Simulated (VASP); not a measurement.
Input of a VASP 6.6.1 run:

File INCAR:

```
ALGO     = Normal         # electronic algorithm
EDIFF    = 1E-7           # SCF threshold, eV
ENCUT    = 520            # plane-wave cutoff, eV
GGA      = PS             # functional
ISIF     = 2              # what is computed and relaxed
ISMEAR   = -1             # smearing method
LASPH    = True           # aspherical terms in the spheres
LCHARG   = False          # write CHGCAR
LREAL    = False          # projectors in reciprocal space
LWAVE    = False          # write WAVECAR
NBANDS   = 14             # bands
NELM     = 80             # most SCF steps
PREC     = Accurate       # precision mode
SIGMA    = 0.1            # smearing width, eV
```

KPOINTS

```
k-points
0
Gamma
  14 14 4
```

POSCAR

```
Al
1.0
    2.8294712202      0.0000000000      0.0000000000
   -1.4147356101      2.4503939560      0.0000000000
    0.0000000000      0.0000000000      9.3713287236
Al
4
Direct
    1.0000000000      0.0000000000      1.0000000000
    1.0000000000      0.0000000000      0.5000000000
    0.3333333333      0.6666666667      0.2500000000
    0.6666666667      0.3333333333      0.7500000000
```

Potentials or basis: VASP PAW PBE potentials, release 64 (Al).

Command:

```console
$ cat potpaw_PBE.64/Al/POTCAR > POTCAR
$ mpirun -np 1 vasp_std > vasp.out
```

Question: What does it give for the pressure?

Answer: 0.0 GPa.

Question: Predict the band gap on the k mesh.

Answer: Zero (bands 6 and 7 overlap by 5.53 eV).

Stress tensor (GPa, compression positive):
```
-0.08  0.00  0.00
 0.00 -0.08  0.00
 0.00  0.00  0.27
```

Caveat: the PAW data sets were made with another functional, which shifts forces and pressure a little.
